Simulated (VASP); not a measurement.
# TaSi2 (P6_222) in VASP: single point with r2SCAN

Aim: the single point of TaSi2 with r2SCAN.

All numbers are computed with VASP 6.6.1; they aren't measurements. Logs are shortened: lines on timing, memory, paths and dates and some standing lists are left out, and cuts for length are marked.

## 1. The cell of the first run

The structure is hexagonal, space group P6_222 (No. 180). The conventional cell has a = 4.778 Å, b = 4.778 Å, c = 6.566 Å, α = 90.00°, β = 90.00°, γ = 120.00°. Ta (site symmetry 222) has 10 Si at 2.61 to 2.82 Å and 4 Ta at 3.24 Å within 3.4 Å. Si (site symmetry 2) has 9 Si at 2.55 to 3.32 Å and 5 Ta at 2.61 to 2.82 Å within 3.4 Å.

## 2. Single point, r2SCAN

Contents of POSCAR:

```
TaSi2
1.0
    4.7779473101      0.0000000029      0.0000000000
   -2.3889736576      4.1378237471      0.0000000000
    0.0000000000      0.0000000000      6.5659609914
Ta Si
3 6
Direct
    0.0000000000      0.5000000000      0.1666666667
    0.5000000000      0.5000000000      0.8333333333
    0.5000000000      0.0000000000      0.5000000000
    0.8412536199      0.6825072397      0.5000000000
    0.1587463801      0.8412536199      0.8333333333
    0.6825072397      0.8412536199      0.1666666667
    0.1587463801      0.3174927603      0.5000000000
    0.8412536199      0.1587463801      0.8333333333
    0.3174927603      0.1587463801      0.1666666667
```

Contents of INCAR.step1:

```
SYSTEM = TaSi2
PREC = Accurate ; ENCUT = 520
ISMEAR = -1 ; SIGMA = 0.15
LREAL = .False. ; LASPH = .True.
NELM = 60 ; NBANDS = 38
GGA = PE ; ALGO = Normal
EDIFF = 1E-4 ; LWAVE = .True.
LCHARG = .False.
```

Contents of INCAR.step2:

```
SYSTEM = TaSi2
PREC = Accurate ; ENCUT = 520
EDIFF = 1E-7 ; ISMEAR = -1
SIGMA = 0.15 ; LREAL = .False.
LASPH = .True. ; NELM = 60
ALGO = Normal ; ISIF = 2
LWAVE = .False. ; LCHARG = .True.
METAGGA = R2SCAN ; LMIXTAU = .True.
LELF = .True. ; LVHAR = .True.
NBANDS = 38 ; ISTART = 1
```

Contents of KPOINTS:

```
regular mesh
0
Gamma
  12 12 8
  0 0 0
```

Potentials or basis: VASP PAW PBE potentials, release 64 (Ta_pv, Si).

Launch:

```console
> cat potpaw_PBE.64/Ta_pv/POTCAR potpaw_PBE.64/Si/POTCAR > POTCAR
> cp INCAR.step1 INCAR
> mpirun -np 1 vasp_std > vasp.out
> cp INCAR.step2 INCAR
> mpirun -np 1 vasp_std > vasp.out
```

OUTCAR:

```text
SYSTEM = TaSi2
   PREC = Accurate
   ENCUT = 520
   EDIFF = 1E-7
   ISMEAR = -1
   LREAL = .False.
   LASPH = .True.
   NELM = 60
   ISIF = 2
   METAGGA = R2SCAN
   ISTART = 1

 ion  position               nearest neighbor table
   1  0.000  0.500  0.167-   4 2.61   7 2.61   5 2.61   8 2.61   9 2.73   6 2.73   9 2.73   6 2.73
                             6 2.82   9 2.82   3 3.24   3 3.24   2 3.24   2 3.24
   2  0.500  0.500  0.833-   4 2.61   7 2.61   6 2.61   9 2.61   5 2.73   8 2.73   5 2.73   8 2.73
                             8 2.82   5 2.82   3 3.24   3 3.24   1 3.24   1 3.24
   3  0.500  0.000  0.500-   6 2.61   9 2.61   8 2.61   5 2.61   7 2.73   4 2.73   7 2.73   4 2.73
                             7 2.82   4 2.82   1 3.24   1 3.24   2 3.24   2 3.24
   4  0.841  0.683  0.500-   5 2.55   6 2.55   1 2.61   2 2.61   7 2.63   3 2.73   3 2.73   3 2.82
                             7 2.83   7 2.83
   5  0.159  0.841  0.833-   4 2.55   9 2.55   3 2.61   1 2.61   8 2.63   2 2.73   2 2.73   2 2.82
                             8 2.83   8 2.83
   6  0.683  0.841  0.167-   4 2.55   8 2.55   3 2.61   2 2.61   9 2.63   1 2.73   1 2.73   1 2.82
                             9 2.83   9 2.83
   7  0.159  0.317  0.500-   8 2.55   9 2.55   1 2.61   2 2.61   4 2.63   3 2.73   3 2.73   3 2.82
                             4 2.83   4 2.83
   8  0.841  0.159  0.833-   7 2.55   6 2.55   3 2.61   1 2.61   5 2.63   2 2.73   2 2.73   2 2.82
                             5 2.83   5 2.83
   9  0.317  0.159  0.167-   7 2.55   5 2.55   3 2.61   2 2.61   6 2.63   1 2.73   1 2.73   1 2.82
                             6 2.83   6 2.83

  LATTYP: Found a hexagonal cell.
 ALAT       =     4.7779473101
 C/A-ratio  =     1.3742221430

  Lattice vectors:

 A1 = (   4.7779473101,   0.0000000029,   0.0000000000)
 A2 = (  -2.3889736576,   4.1378237471,   0.0000000000)
 A3 = (   0.0000000000,   0.0000000000,   6.5659609914)

Analysis of symmetry for initial positions (statically):
=====================================================================
 Subroutine PRICEL returns:
 Original cell was already a primitive cell.

 Routine SETGRP: Setting up the symmetry group for a
 hexagonal supercell.

 Subroutine GETGRP returns: Found 12 space group operations
 (whereof  4 operations were pure point group operations)
 out of a pool of 24 trial point group operations.

The static configuration has the point symmetry D_2 .
 The point group associated with its full space group is D_6 .

Analysis of symmetry for dynamics (positions and initial velocities):
[... 134 lines left out ...]
   POTIM  = 0.5000    time-step for ionic-motion
   TEBEG  =    0.0;   TEEND  =   0.0 temperature during run
   PSTRESS=    0.0 pullay stress
   NELECT =      57.0000    total number of electrons
   NUPDOWN=      -1.0000    fix difference up-down
   EMIN   =  10.00;   EMAX   =-10.00  energy-range for DOS
   EFERMI =   0.00;   METHOD = LEGACY
   ISMEAR =    -1;   SIGMA  =   0.15  broadening in eV -4-tet -1-fermi 0-gaus
   EFERMI_NEDOS =   21; number of points for ismear=-14 and -15
   IALGO  =     38    algorithm
   IMIX   =      4    mixing-type and parameters
     AMIX     =   0.40;   BMIX     =  1.00
     AMIX_MAG =   1.60;   BMIX_MAG =  1.00
  volume/ion in A,a.u.               =      14.42        97.33
  Fermi-wavevector in a.u.,A,eV,Ry     =   1.244312  2.351408 21.066063  1.548312
  Thomas-Fermi vector in A             =   2.378584
   LORBIT       =      0    0 simple, 1 ext, 2 COOP (PROOUT), +10 PAW based schemes
   METAGGA = R2SCAN    functional components
   LHFCALC =     F    Hartree Fock is set to
   AEXX    =    0.0000 exact exchange contribution
   IVDW    =     0    specifies the selected vdW correction
   LEPSILON=     F    determine dielectric tensor
   LRPA    =     F    only Hartree local field effects (RPA)
 non-spin polarized calculation
  energy-cutoff  :      520.00
  volume of cell :      129.81
 maximum number of plane-waves:      3523
 NGX is ok and might be reduce to    36
   NGX = 17   NGY = 17   NGZ = 25

 number of electron      57.0000003 magnetization

 Free energy of the ion-electron system (eV)
  ---------------------------------------------------
  ext. energy  EPLUGINS =         0.00000000
  ---------------------------------------------------
  free energy    TOTEN  =      -202.52715733 eV

  energy without entropy =     -202.33818537  energy(sigma->0) =     -202.43267135

 E-fermi :   9.3825     XC(G=0): -13.0015

 val. band max:        9.3780314980   @ k =   0.3333   0.0833   0.3750
 cond. band min:       9.3839910143   @ k =   0.3333   0.3333   0.3750
 fundamental gap:      0.0059595163
 Fermi energy:         9.3825367016

 k-point     1 :       0.0000    0.0000    0.0000
  band No.  band energies     occupation
      1     -26.2209      2.00000
      2     -26.2209      2.00000
      3     -26.2182      2.00000
      4     -26.1508      2.00000
      5     -26.1508      2.00000
      6     -26.0457      2.00000
[... 973 lines left out ...]
     37      13.6505      0.00000
     38      13.9973      0.00000

 [... further k-points ...]

------------------------ aborting loop because EDIFF is reached ----------------------------------------

  FORCE on cell =-STRESS in cart. coord.  units (eV):
  Direction    XX          YY          ZZ          XY          YZ          ZX
  --------------------------------------------------------------------------------------
  -------------------------------------------------------------------------------------
  Total        0.1279178      0.1279178      0.0483744     -0.0000000     -0.0000000      0.0000000
  in kB        1.5788104      1.5788104      0.5970558     -0.0000000     -0.0000000      0.0000000
  external PRESSURE =       1.2515589 kB  Pullay stress =       0.0000000 kB

 VOLUME and BASIS-vectors are now :
 -----------------------------------------------------------------------------
  energy-cutoff  :      520.00
  volume of cell :      129.81
      direct lattice vectors                 reciprocal lattice vectors
     4.777947310  0.000000003  0.000000000     0.209294899  0.120836466  0.000000000
    -2.388973658  4.137823747  0.000000000    -0.000000000  0.241672933  0.000000000
     0.000000000  0.000000000  6.565960991     0.000000000  0.000000000  0.152300631

 POSITION                                       TOTAL-FORCE (eV/Angst)
 -----------------------------------------------------------------------------------
     -1.19449      2.06891      1.09433         0.000000      0.000000      0.000000
      1.19449      2.06891      5.47163         0.000000     -0.000000      0.000000
      2.38897      0.00000      3.28298         0.000000      0.000000      0.000000
      2.38897      2.82409      3.28298        -0.000000      0.008285      0.000000
     -1.25125      3.48096      5.47163        -0.007175      0.004143     -0.000000
      1.25125      3.48096      1.09433         0.007175      0.004143     -0.000000
     -0.00000      1.31373      3.28298         0.000000     -0.008285      0.000000
      3.64022      0.65686      5.47163         0.007175     -0.004143     -0.000000
      1.13772      0.65686      1.09433        -0.007175     -0.004143      0.000000
 -----------------------------------------------------------------------------------
    total drift:                               -0.000000     -0.000000      0.000000

  FREE ENERGIE OF THE ION-ELECTRON SYSTEM (eV)
  ---------------------------------------------------
  free  energy   TOTEN  =      -202.5271573336 eV

  energy  without entropy=     -202.3381853712  energy(sigma->0) =     -202.43267135
```

OSZICAR.step1:

```text
N       E                     dE             d eps       ncg     rms          rms(c)
DAV:   1     0.384372161702E+03    0.38437E+03   -0.28087E+04  7220   0.141E+03
DAV:   2    -0.554640383846E+02   -0.43984E+03   -0.42828E+03  8260   0.362E+02
DAV:   3    -0.743191971078E+02   -0.18855E+02   -0.18483E+02  9228   0.658E+01
DAV:   4    -0.746523947373E+02   -0.33320E+00   -0.33120E+00  9160   0.871E+00
DAV:   5    -0.746572569173E+02   -0.48622E-02   -0.48574E-02  9006   0.110E+00    0.317E+01
DAV:   6    -0.725878546401E+02    0.20694E+01   -0.80959E+00  9192   0.130E+01    0.146E+01
DAV:   7    -0.723747299030E+02    0.21312E+00   -0.54430E-01  9016   0.368E+00    0.448E+00
DAV:   8    -0.723502966739E+02    0.24433E-01   -0.45840E-02  9258   0.104E+00    0.507E-01
DAV:   9    -0.723497233623E+02    0.57331E-03   -0.29310E-03  9336   0.281E-01    0.257E-01
DAV:  10    -0.723496993949E+02    0.23967E-04   -0.44170E-04  7764   0.128E-01
   1 F= -.72349699E+02 E0= -.72249026E+02  d E =-.201346E+00
```

Run time: 27 min. Hardware: 1 thread of Intel Xeon 8259CL, shared host; peak memory 0.52 GiB.

Results:

```
Free energy            : -202.5272 eV
Pressure               : 0.1 GPa
Largest force          : 0.008 eV/Å
Band gap on the k mesh : zero (an odd number of electrons rules out a gap without spin polarisation)
```

Forces in eV/Å, atoms in the order of the input:
```
Ta   0.000  0.000  0.000
Ta   0.000  0.000  0.000
Ta   0.000  0.000  0.000
Si   0.000  0.008  0.000
Si  -0.007  0.004  0.000
Si   0.007  0.004  0.000
Si   0.000 -0.008  0.000
Si   0.007 -0.004  0.000
Si  -0.007 -0.004  0.000
```

Caveat: the PAW data sets were made with another functional, which shifts forces and pressure a little; spin-orbit coupling is left out, which moves the levels of the heavy elements; an odd number of electrons without spin polarisation forces a metal; a magnetic or distorted state may lie lower.
